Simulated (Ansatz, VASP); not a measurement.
This is a calculation of TaN for Ansatz 0.2.0.

File input:

```
crystal:
  lattice:
    - [2.8982924298, 0.0, 0.0]
    - [-1.4491462149, 2.5099948717, 0.0]
    - [0.0, 0.0, 2.8440357641]
  atoms:
    - { symbol: Ta, position: [0.0, 0.0, 0.5] }
    - { symbol: "N", position: [0.6666666667, 0.3333333333, 0.0] }
hamiltonian:
  xc: pbe0
  pseudopotentials: { kind: paw }
kpoints:
  mp_grid: { grid: [6, 6, 6] }
scf:
  occupations: { method: fermi_dirac, width: 0.05 }
output:
  forces: true
  stress: true
  eigenvalues: true
```

Question: Set up the same calculation for VASP 6.6.1. Potentials there: VASP PAW PBE potentials, release 64 (Ta_pv, N).

Answer: As run (the cutoff follows the program's own potentials):

The input POSCAR:

```
TaN
1.0
    2.8982924298      0.0000000000      0.0000000000
   -1.4491462149      2.5099948717      0.0000000000
    0.0000000000      0.0000000000      2.8440357641
Ta N
1 1
Direct
    0.0000000000      0.0000000000      0.5000000000
    0.6666666667      0.3333333333      0.0000000000
```

File INCAR.step1:

```
SYSTEM = TaN
PREC     = Accurate       ! precision mode
ENCUT    = 520            ! plane-wave cutoff, eV
EDIFF    = 1E-5           ! SCF threshold, eV
ISMEAR   = -1             ! smearing method
SIGMA    = 0.05           ! smearing width, eV
LREAL    = .FALSE.        ! projectors in reciprocal space
LASPH    = .TRUE.         ! aspherical terms in the spheres
NELM     = 100            ! most SCF steps
ALGO     = Normal         ! electronic algorithm
ISIF     = 2              ! what is computed and relaxed
LWAVE    = .TRUE.         ! write WAVECAR
LCHARG   = .FALSE.        ! write CHGCAR
GGA      = PE             ! functional
NBANDS   = 15             ! bands
```

The input INCAR.step2:

```
SYSTEM = TaN
PREC     = Accurate       ! precision mode
ENCUT    = 520            ! plane-wave cutoff, eV
EDIFF    = 1E-6           ! SCF threshold, eV
ISMEAR   = -1             ! smearing method
SIGMA    = 0.05           ! smearing width, eV
LREAL    = .FALSE.        ! projectors in reciprocal space
LASPH    = .TRUE.         ! aspherical terms in the spheres
NELM     = 100            ! most SCF steps
ALGO     = Normal         ! electronic algorithm
ISIF     = 2              ! what is computed and relaxed
LWAVE    = .FALSE.        ! write WAVECAR
LCHARG   = .FALSE.        ! write CHGCAR
GGA      = PE             ! functional
LHFCALC  = .TRUE.         ! exact exchange
AEXX     = 0.25           ! exact-exchange fraction
PRECFOCK = Normal       
ISTART   = 1            
NBANDS   = 15             ! bands
```

File KPOINTS:

```
Automatic mesh
0
G
  6 6 6
  0 0 0
```

Potentials or basis: VASP PAW PBE potentials, release 64 (Ta_pv, N).

Launch:

```console
$ cat potpaw_PBE.64/Ta_pv/POTCAR potpaw_PBE.64/N/POTCAR > POTCAR
$ cp INCAR.step1 INCAR
$ mpirun -np 1 vasp_std > vasp.out
$ cp INCAR.step2 INCAR
$ mpirun -np 1 vasp_std > vasp.out
```

Both were run:

|  | VASP | Ansatz | Ansatz less VASP |
| --- | --- | --- | --- |
| gap on the k mesh at the Fermi level (eV) | none | none | - |
| pressure (GPa) | 12.0 | 12.8 | +0.74 |
| traceless stress, the component that is largest in VASP (GPa) | 1.28 | 1.25 | -0.023 |

A gap of «none» marks a metal or a gap that the smearing closes. The functional is the same, so the differences come from potentials, cutoffs and numerics. VASP's potentials hold 16 valence electrons a cell and Ansatz's 18, so a difference there can come from the potentials and not from the codes.

The k mesh is coarse, so the values compare programs but aren't converged. Spin-orbit coupling is off throughout.
